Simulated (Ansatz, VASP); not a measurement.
**Cu in VASP and in Ansatz**

```
CELL_PARAMETERS angstrom
0.00000 1.80750 1.80750
1.80750 0.00000 1.80750
1.80750 1.80750 0.00000
ATOMIC_POSITIONS crystal
Cu 0.00000 0.00000 0.00000
```

Alike in both runs: task single point; functional LDA; k mesh 8 × 8 × 8; occupations gaussian, width 0.01 eV; no spin polarisation.

|  | VASP | Ansatz |
| --- | --- | --- |
| version | VASP 6.6.1 | Ansatz 0.2.0 |
| potentials or method | VASP PAW LDA potentials, release 64 (Cu), cutoff 600 eV | all-electron (LAPW or listed datasets) |

```csv
,VASP,Ansatz,Ansatz less VASP
gap on the k mesh at the Fermi level (eV),none,none,-
pressure (GPa),-10.8,-11.7,-0.89
```

LDA's correlation is that of Perdew and Zunger in VASP and of Perdew and Wang (1992) in Ansatz. A gap of «none» marks a metal or a gap that the smearing closes. Ansatz ran all-electron here, and VASP with PAW potentials.

The k mesh is coarse, so the values compare programs but aren't converged.
